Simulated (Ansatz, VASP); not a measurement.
# Ba in VASP and in Ansatz

Contents of INCAR:

```
ALGO = Normal
EDIFF = 1E-6
ENCUT = 520
GGA = RP
ISIF = 2
ISMEAR = -1
LASPH = T
LCHARG = F
LREAL = F
LWAVE = F
NBANDS = 11
NELM = 80
PREC = Accurate
SIGMA = 0.1
```

File KPOINTS:

```
k-points
0
Gamma
  9 9 9
```

The input POSCAR:

```
Ba
1.0
    4.0716264249      0.0000000000      0.0000000000
    0.0000000000      4.0716264249      0.0000000000
    0.0000000000      0.0000000000      4.0716264249
Ba
1
Direct
    0.0000000000      0.0000000000      0.0000000000
```

Input for Ansatz:

```yaml
crystal:
  lattice:
    - [4.0716264249, 0.0, 0.0]
    - [0.0, 4.0716264249, 0.0]
    - [0.0, 0.0, 4.0716264249]
  atoms:
    - { symbol: Ba, position: [0.0, 0.0, 0.0] }
hamiltonian:
  xc: rpbe
  pseudopotentials:
    kind: paw
    azcp:
      Ba: "pseudopotentials/Ba.paw.azcp"
basis:
  ecutwfc: 420
  fft_grid_basis: typed
kpoints:
  mp_grid: { grid: [9, 9, 9], shift: [0, 0, 0] }
magnetization:
  spin_polarized: false
scf:
  occupations: { method: fermi_dirac, width: 0.1 }
  lower_state_search: "off"
output:
  stress: true
```

Alike in both runs: task single point; functional RPBE; k mesh 9 × 9 × 9; occupations fermi-dirac, width 0.1 eV; no spin polarisation.

```csv
,VASP,Ansatz
version,VASP 6.6.1,Ansatz 0.2.0
potentials or method,"VASP PAW PBE potentials, release 64 (Ba_sv), cutoff 520 eV","plane waves (420 eV) with PAW, scalar-relativistic"
valence electrons in the cell,10,10
```

|  | VASP | Ansatz | Ansatz less VASP |
| --- | --- | --- | --- |
| pressure (GPa) | 0.1 | 0.0 | -0.08 |

VASP's potentials were made for PBE, not for RPBE.

Spin-orbit coupling is off throughout.
